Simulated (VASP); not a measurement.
# N (Fm-3m) in VASP: a series of runs

N is run at these levels: LDA; tasks: single point.

Program: VASP 6.6.1. These are calculated values, not measurements. Logs are shortened: lines on timing, memory, paths and dates and some standing lists are left out, and cuts for length are marked.

## 1. The cell of the first run

The structure is cubic, space group Fm-3m (No. 225). The conventional cell has a = 3.108 Å, b = 3.108 Å, c = 3.108 Å, α = 90.00°, β = 90.00°, γ = 90.00°. N (site symmetry m-3m) has 12 N at 2.20 Å within 2.9 Å.

## 2. Single point, LDA

Input file INCAR:

```
SYSTEM = N
PREC = Accurate ; ENCUT = 520
EDIFF = 1E-6 ; ISMEAR = 0
SIGMA = 0.05 ; LREAL = .FALSE.
LASPH = .TRUE. ; NELM = 60
ALGO = Normal ; ISIF = 2
LWAVE = .FALSE. ; LCHARG = .FALSE.
GGA = CA ; NBANDS = 8
```

Input file KPOINTS:

```
Automatic mesh
0
G
  12 12 12
  0 0 0
```

Input file POSCAR:

```
N
1.0
    2.1974170000      0.0000000000      0.0000000000
    1.0987085000      1.9030189447      0.0000000000
    1.0987085000      0.6343396482      1.7941834674
N
1
Direct
    0.0000000000      0.0000000000      0.0000000000
```

Potentials or basis: VASP PAW LDA potentials, release 64 (N).

Started as:

```console
> cat potpaw_LDA.64/N/POTCAR > POTCAR
> mpirun -np 1 vasp_std > vasp.out
```

OUTCAR:

```text
SYSTEM = N
   PREC = Accurate
   ENCUT = 520
   EDIFF = 1E-6
   ISMEAR = 0
   LREAL = .FALSE.
   LASPH = .TRUE.
   NELM = 60
   ISIF = 2
   GGA = CA

 ion  position               nearest neighbor table
   1  0.000  0.000  0.000-

  LATTYP: Found a face centered cubic cell.
 ALAT       =     3.1076169236

  Lattice vectors:

 A1 = (   2.1974170000,   0.0000000000,   0.0000000000)
 A2 = (   1.0987085000,   1.9030189447,   0.0000000000)
 A3 = (   1.0987085000,   0.6343396482,   1.7941834674)

Analysis of symmetry for initial positions (statically):
=====================================================================
 Subroutine PRICEL returns:
 Original cell was already a primitive cell.

 Routine SETGRP: Setting up the symmetry group for a
 face centered cubic supercell.

 Subroutine GETGRP returns: Found 48 space group operations
 (whereof 48 operations were pure point group operations)
 out of a pool of 48 trial point group operations.

The static configuration has the point symmetry O_h .

Analysis of symmetry for dynamics (positions and initial velocities):
=====================================================================
 Subroutine PRICEL returns:
 Original cell was already a primitive cell.

 Routine SETGRP: Setting up the symmetry group for a
 face centered cubic supercell.

 Subroutine GETGRP returns: Found 48 space group operations
 (whereof 48 operations were pure point group operations)
 out of a pool of 48 trial point group operations.

The dynamic configuration has the point symmetry O_h .

 Subroutine INISYM returns: Found 48 space group operations
 (whereof 48 operations are pure point group operations),
 and found     1 'primitive' translations

----------------------------------------------------------------------------------------

                                     Primitive cell

  volume of cell :       7.5028

  direct lattice vectors                    reciprocal lattice vectors
     2.197417000  0.000000000  0.000000000     0.455079760 -0.262740422 -0.185785534
     1.098708500  1.903018945  0.000000000     0.000000000  0.525480843 -0.185785534
     1.098708500  0.634339648  1.794183467     0.000000000  0.000000000  0.557356602

  length of vectors
     2.197417000  2.197417000  2.197417000     0.557356602  0.557356602  0.557356602

  position of ions in fractional coordinates (direct lattice)
     0.000000000  0.000000000  0.000000000

  ion indices of the primitive-cell ions
   primitive index   ion index
                 1           1

----------------------------------------------------------------------------------------

 KPOINTS: Automatic mesh

Automatic generation of k-mesh.
 Grid dimensions read from file:
 generate k-points for:   12   12   12

 Generating k-lattice:

  Cartesian coordinates                     Fractional coordinates (reciprocal lattice)
     0.037923313 -0.021895035 -0.015482128     0.083333333 -0.000000000 -0.000000000
     0.000000000  0.043790070 -0.015482128     0.000000000  0.083333333  0.000000000
     0.000000000  0.000000000  0.046446383     0.000000000  0.000000000  0.083333333

  Length of vectors
     0.046446383  0.046446383  0.046446383

  Shift w.r.t. Gamma in fractional coordinates (k-lattice)
     0.000000000  0.000000000  0.000000000

 Subroutine IBZKPT returns following result:
 ===========================================

 Found     72 irreducible k-points:

 Following reciprocal coordinates:
            Coordinates               Weight
  0.000000  0.000000  0.000000      1.000000
  0.083333  0.000000  0.000000      8.000000
  0.166667  0.000000  0.000000      8.000000
  0.250000  0.000000  0.000000      8.000000
  0.333333  0.000000  0.000000      8.000000
  0.416667  0.000000  0.000000      8.000000
[... 16 lines left out ...]
  0.500000  0.166667  0.000000     24.000000
 -0.416667  0.166667 -0.000000     24.000000
 [... further k-points ...]
   k-points           NKPTS =     72   k-points in BZ     NKDIM =     72   number of bands    NBANDS=      8
   number of dos      NEDOS =    301   number of ions     NIONS =      1
   total plane-waves  NPLWV =   4096
   dimension x,y,z NGX =    16 NGY =   16 NGZ =   16
   dimension x,y,z NGXF=    32 NGYF=   32 NGZF=   32
   ions per type =               1
   NGX,Y,Z   is equivalent  to a cutoff of  12.10, 12.10, 12.10 a.u.
   NGXF,Y,Z  is equivalent  to a cutoff of  24.21, 24.21, 24.21 a.u.
 SYSTEM =  N
   PREC   = accura    normal or accurate (medium, high low for compatibility)
   ISTART =      0    job   : 0-new  1-cont  2-samecut
   ICHARG =      2    charge: 1-file 2-atom 10-const
   ISPIN  =      1    spin polarized calculation?
   LNONCOLLINEAR =      F non collinear calculations
   LSORBIT =      F    spin-orbit coupling
   LASPH  =      T    aspherical Exc in radial PAW
   ENCUT  =  520.0 eV  38.22 Ry    6.18 a.u.   4.09  4.09  4.09*2*pi/ulx,y,z
   NELM   =     60;   NELMIN=  2; NELMDL= -5     # of ELM steps
   EDIFF  = 0.1E-05   stopping-criterion for ELM
   LREAL  =      F    real-space projection
   EDIFFG = 0.1E-04   stopping-criterion for IOM
   NSW    =      0    number of steps for IOM
   IBRION =     -1    ionic relax: 0-MD 1-quasi-New 2-CG
   NFREE  =      0    steps in history (QN), initial steepest desc. (CG)
   ISIF   =      2    stress and relaxation
   ISYM   =      2    0-nonsym 1-usesym 2-fastsym
   POTIM  = 0.5000    time-step for ionic-motion
   TEBEG  =    0.0;   TEEND  =   0.0 temperature during run
   PSTRESS=    0.0 pullay stress
   NELECT =       5.0000    total number of electrons
   NUPDOWN=      -1.0000    fix difference up-down
   EMIN   =  10.00;   EMAX   =-10.00  energy-range for DOS
   EFERMI =   0.00;   METHOD = LEGACY
   ISMEAR =     0;   SIGMA  =   0.05  broadening in eV -4-tet -1-fermi 0-gaus
   EFERMI_NEDOS =   21; number of points for ismear=-14 and -15
   IALGO  =     38    algorithm
   IMIX   =      4    mixing-type and parameters
     AMIX     =   0.40;   BMIX     =  1.00
     AMIX_MAG =   1.60;   BMIX_MAG =  1.00
  volume/ion in A,a.u.               =       7.50        50.63
  Fermi-wavevector in a.u.,A,eV,Ry     =   1.429960  2.702233 27.821014  2.044787
  Thomas-Fermi vector in A             =   2.549857
   LORBIT       =      0    0 simple, 1 ext, 2 COOP (PROOUT), +10 PAW based schemes
   GGA     = CA    functional components
   LHFCALC =     F    Hartree Fock is set to
   AEXX    =    0.0000 exact exchange contribution
   IVDW    =     0    specifies the selected vdW correction
   LEPSILON=     F    determine dielectric tensor
   LRPA    =     F    only Hartree local field effects (RPA)
 non-spin polarized calculation
 Gauss-broadening in eV      SIGMA  =   0.05
  energy-cutoff  :      520.00
  volume of cell :        7.50
 maximum number of plane-waves:       212
   NGX =  9   NGY =  9   NGZ =  9

 number of electron       5.0000000 magnetization

 Free energy of the ion-electron system (eV)
  ---------------------------------------------------
  ext. energy  EPLUGINS =         0.00000000
  ---------------------------------------------------
  free energy    TOTEN  =        -4.72314141 eV

  energy without entropy =       -4.72177538  energy(sigma->0) =       -4.72245840

 E-fermi :   5.2773     XC(G=0): -12.9816

 val. band max:        5.2664609183   @ k =  -0.1667   0.2500   0.0833
 cond. band min:       5.3006180756   @ k =  -0.4167   0.4167   0.0833
 fundamental gap:      0.0341571573
 Fermi energy:         5.2772911453

 k-point     1 :       0.0000    0.0000    0.0000
  band No.  band energies     occupation
      1     -14.7174      2.00000
      2       9.3624      0.00000
      3       9.3624      0.00000
      4       9.3624      0.00000
      5      28.9503      0.00000
      6      37.1502      0.00000
      7      37.1502      0.00000
      8      37.1502      0.00000

 k-point     2 :       0.0833    0.0000    0.0000
  band No.  band energies     occupation
      1     -14.4621      2.00000
      2       8.7012      0.00000
      3       9.2724      0.00000
      4       9.2724      0.00000
      5      29.1469      0.00000
      6      34.8875      0.00000
      7      37.4495      0.00000
      8      37.4495      0.00000

 k-point     3 :       0.1667    0.0000    0.0000
  band No.  band energies     occupation
      1     -13.7033      2.00000
      2       6.8663      0.00000
      3       9.0350      0.00000
      4       9.0350      0.00000
      5      29.5205      0.00000
      6      32.3275      0.00000
      7      37.8435      0.00000
      8      37.8435      0.00000

 k-point     4 :       0.2500    0.0000    0.0000
  band No.  band energies     occupation
      1     -12.4640      2.00000
      2       4.2404      2.00000
      3       8.7306      0.00000
      4       8.7306      0.00000
      5      29.1900      0.00000
      6      31.3960      0.00000
      7      37.1855      0.00000
      8      37.1855      0.00000

 k-point     5 :       0.3333    0.0000    0.0000
  band No.  band energies     occupation
      1     -10.8050      2.00000
      2       1.2842      2.00000
      3       8.4460      0.00000
      4       8.4460      0.00000
      5      28.2978      0.00000
      6      31.6134      0.00000
      7      35.9304      0.00000
      8      35.9304      0.00000
[... 177 lines left out ...]
 k-point    22 :       0.4167    0.1667    0.0000
  band No.  band energies     occupation
      1      -9.3635      2.00000
      2       0.8731      2.00000
      3       6.7890      0.00000
      4       7.2963      0.00000
      5      26.8876      0.00000
      6      29.0975      0.00000
      7      34.3648      0.00000
      8      38.0771      0.00000

 k-point    23 :       0.5000    0.1667    0.0000
  band No.  band energies     occupation
      1      -7.6130      2.00000
      2      -1.4667      2.00000
      3       6.1750      0.00000
      4       7.3863      0.00000
      5      26.8076      0.00000
      6      29.1973      0.00000
      7      34.4183      0.00000
      8      37.1604      0.00000

 k-point    24 :      -0.4167    0.1667   -0.0000
  band No.  band energies     occupation
      1      -7.2285      2.00000
      2      -1.9236      2.00000
      3       5.7385      0.00000
      4       7.6781      0.00000
      5      27.3170      0.00000
      6      29.2847      0.00000
      7      34.2369      0.00000
      8      36.6845      0.00000

 [... further k-points ...]

------------------------ aborting loop because EDIFF is reached ----------------------------------------

  FORCE on cell =-STRESS in cart. coord.  units (eV):
  Direction    XX          YY          ZZ          XY          YZ          ZX
  --------------------------------------------------------------------------------------
  -------------------------------------------------------------------------------------
  Total       -0.5367400     -0.5367400     -0.5367400     -0.0000000      0.0000000      0.0000000
  in kB     -114.6178070   -114.6178070   -114.6178070     -0.0000000      0.0000000      0.0000000
  external PRESSURE =    -114.6178070 kB  Pullay stress =       0.0000000 kB

 VOLUME and BASIS-vectors are now :
 -----------------------------------------------------------------------------
  energy-cutoff  :      520.00
  volume of cell :        7.50
      direct lattice vectors                 reciprocal lattice vectors
     2.197417000  0.000000000  0.000000000     0.455079760 -0.262740422 -0.185785534
     1.098708500  1.903018945  0.000000000     0.000000000  0.525480843 -0.185785534
     1.098708500  0.634339648  1.794183467     0.000000000  0.000000000  0.557356602

 POSITION                                       TOTAL-FORCE (eV/Angst)
 -----------------------------------------------------------------------------------
      0.00000      0.00000      0.00000        -0.000000     -0.000000      0.000000
 -----------------------------------------------------------------------------------
    total drift:                                0.000000     -0.000000      0.000000

  FREE ENERGIE OF THE ION-ELECTRON SYSTEM (eV)
  ---------------------------------------------------
  free  energy   TOTEN  =        -4.7231414088 eV

  energy  without entropy=       -4.7217753837  energy(sigma->0) =       -4.72245840
```

Run time: 2 s. Hardware: 1 thread of Intel Xeon 8259CL, shared host; peak memory 0.1 GiB.

What came out:

| Item | Value |
| --- | --- |
| Free energy | -4.7231 eV |
| Pressure | -11.5 GPa |

(Continued in part 2 of 2.)
